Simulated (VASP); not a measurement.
CdIn2O4: dielectric tensor with PBE

Crystal: CdIn2O4.

```
CELL_PARAMETERS angstrom
0.00000 4.60293 4.60293
4.60293 0.00000 4.60293
4.60293 4.60293 0.00000
ATOMIC_POSITIONS crystal
Cd 0.00000 0.00000 0.00000
Cd 0.25000 0.25000 0.25000
In 0.62500 0.62500 0.62500
In 0.12500 0.62500 0.62500
In 0.62500 0.62500 0.12500
In 0.62500 0.12500 0.62500
O 0.86209 0.86209 0.86209
O 0.83626 0.38791 0.38791
O 0.86209 0.86209 0.41374
O 0.38791 0.83626 0.38791
O 0.41374 0.86209 0.86209
O 0.38791 0.38791 0.38791
O 0.86209 0.41374 0.86209
O 0.38791 0.38791 0.83626
```

```yaml
Program: VASP 6.6.1
Task: dielectric tensor
Functional: PBE
Potentials_or_basis: VASP PAW PBE potentials, release 64 (Cd, In_d, O)
Cutoff: 520 eV
k_mesh: 6 × 6 × 6
Occupations: gaussian, width 0.03 eV
Spin: no spin polarisation
Monkhorst-Pack_mesh: yes
Further_INCAR_settings: ALGO = Normal; EDIFF = 1e-08
```

- Electronic dielectric tensor (diagonal): 4.86
- Born charges (mean of the diagonal): Cd +2.47; In +3.07; O -2.15 e

Levels at points of the mesh, in eV from the valence-band top:
```csv
k point,band 60,band 61,band 62,band 63,band 64,band 65
"(0.08, 0.08, 0.08)",-0.11,-0.07,-0.07,1.25,5.10,5.76
```

Electronic dielectric tensor:
```
4.86 0.00 0.00
0.00 4.86 0.00
0.00 0.00 4.86
```

Born effective charge tensors (e):
atom 1, Cd
```
2.47 0.00 0.00
0.00 2.47 0.00
0.00 0.00 2.47
```
atom 2, Cd
```
2.47 0.00 0.00
0.00 2.47 0.00
0.00 0.00 2.47
```
atom 3, In
```
3.07 0.31 0.31
0.31 3.07 0.31
0.31 0.31 3.07
```
atom 4, In
```
 3.07 -0.31 -0.31
-0.31  3.07  0.31
-0.31  0.31  3.07
```
atom 5, In
```
 3.07  0.31 -0.31
 0.31  3.07 -0.31
-0.31 -0.31  3.07
```
atom 6, In
```
 3.07 -0.31  0.31
-0.31  3.07 -0.31
 0.31 -0.31  3.07
```
atom 7, O
```
-2.15 -0.15 -0.15
-0.15 -2.15 -0.15
-0.15 -0.15 -2.15
```
atom 8, O
```
-2.15  0.15  0.15
 0.15 -2.15 -0.15
 0.15 -0.15 -2.15
```
atom 9, O
```
-2.15 -0.15  0.15
-0.15 -2.15  0.15
 0.15  0.15 -2.15
```
atom 10, O
```
-2.15  0.15 -0.15
 0.15 -2.15  0.15
-0.15  0.15 -2.15
```
atom 11, O
```
-2.15  0.15  0.15
 0.15 -2.15 -0.15
 0.15 -0.15 -2.15
```
atom 12, O
```
-2.15 -0.15 -0.15
-0.15 -2.15 -0.15
-0.15 -0.15 -2.15
```
atom 13, O
```
-2.15  0.15 -0.15
 0.15 -2.15  0.15
-0.15  0.15 -2.15
```
atom 14, O
```
-2.15 -0.15  0.15
-0.15 -2.15  0.15
 0.15  0.15 -2.15
```

It took 23 min on 4 MPI ranks on Intel(R) Xeon(R) 6975P-C (Granite Rapids), with other jobs on the host, peak memory 1.9 GiB a rank.

Caveat: spin-orbit coupling is left out, which moves the levels of the heavy elements.
